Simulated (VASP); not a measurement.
Wanted: the native input for a VASP 6.6.1 run.

```
Task                   : single point
Functional             : PBE
Potentials or basis    : VASP PAW PBE potentials, release 64 (Ba_sv, Cd, Se)
Cutoff                 : 520 eV
k mesh                 : 3 × 3 × 2
Occupations            : gaussian, width 0.15 eV
Spin                   : no spin polarisation
Dipole correction      : no
Further INCAR settings : ALGO = Normal; EDIFF = 1e-06; NBANDS = 45
```

The structure of BaCd3Se4 lies in POSCAR:

```
BaCd3Se4
1.0
    6.1389187346      0.0000000000      0.0000000000
    0.0000000000      6.1389187346      0.0000000000
    0.0000000000      0.0000000000      7.9180276568
Ba Cd Se
1 3 4
Direct
    0.5000000000      0.5000000000      0.0000000000
    0.0000000000      0.0000000000      0.8332417207
    0.0000000000      0.0000000000      0.1667582793
    0.0000000000      0.0000000000      0.5000000000
    0.1774082877      0.5929594297      0.5000000000
    0.8225917123      0.4070405703      0.5000000000
    0.4070405703      0.1774082877      0.5000000000
    0.5929594297      0.8225917123      0.5000000000
```

These files were run (other wordings do the same):

INCAR

```
  PREC = Accurate
  ENCUT = 520
  EDIFF = 1E-6
  ISMEAR = 0
  SIGMA = 0.15
  LREAL = F
  LASPH = T
  NELM = 60
  ALGO = Normal
  ISIF = 2
  LWAVE = F
  LCHARG = F
  GGA = PE
  NBANDS = 45
```

KPOINTS

```
regular mesh
0
Gamma
  3 3 2
```

Potentials or basis: VASP PAW PBE potentials, release 64 (Ba_sv, Cd, Se).

Launch:

```console
$ cat potpaw_PBE.64/Ba_sv/POTCAR potpaw_PBE.64/Cd/POTCAR potpaw_PBE.64/Se/POTCAR > POTCAR
$ mpirun -np 1 vasp_std > vasp.out
```

Results of the run:

| Property | Result |
| --- | --- |
| Pressure | 0.5 GPa |
| Largest force | 0.044 eV/Å |
| Band gap on the k mesh | zero (band 35 reaches 2.27 eV, above the bottom of band 36 at 1.05 eV) |

Caveat: the k points lie up to 0.40 Å⁻¹ apart; spin-orbit coupling is left out, which moves the levels of the heavy elements.

It took 53 s on 1 thread of AMD EPYC 9R45 96-Core Processor (Zen 5), on a shared host, peak memory 0.36 GiB.
